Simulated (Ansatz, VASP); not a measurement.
Two plane-wave programs on ZrB2

```
Zr B
1.0
     3.10039    0.00000    0.00000
    -1.55019    2.68502    0.00000
     0.00000    0.00000    3.44814
Zr B
1 2
Direct
  0.00000 0.00000 0.00000
  0.33333 0.66667 0.50000
  0.66667 0.33333 0.50000
```

Change from the starting cell: volume scaled by 0.94, PAW files.

Alike in both runs: task electric field gradients; functional LDA; k mesh 13 × 13 × 10; occupations fermi-dirac, width 0.03 eV; no spin polarisation.

|  | VASP | Ansatz |
| --- | --- | --- |
| version | VASP 6.6.1 | Ansatz 0.2.0 |
| potentials or method | VASP PAW LDA potentials, release 64 (Zr_sv, B) | PAW with Ansatz's default frozen-core files, scalar-relativistic |
| plane-wave cutoff (eV) | 520 | 420 |
| valence electrons in the cell | 18 | 18 |

|  | VASP | Ansatz | Ansatz less VASP |
| --- | --- | --- | --- |
| pressure (GPa) | 9.6 | 9.0 | -0.56 |
| traceless stress, the component that is largest in VASP (GPa) | 0.16 | 0.10 | -0.058 |
| size of Vzz on the site where it differs most (V/Å²) | 45.3 | 47.7 | +2.42 |

LDA's correlation is that of Perdew and Zunger in VASP and of Perdew and Wang (1992) in Ansatz.
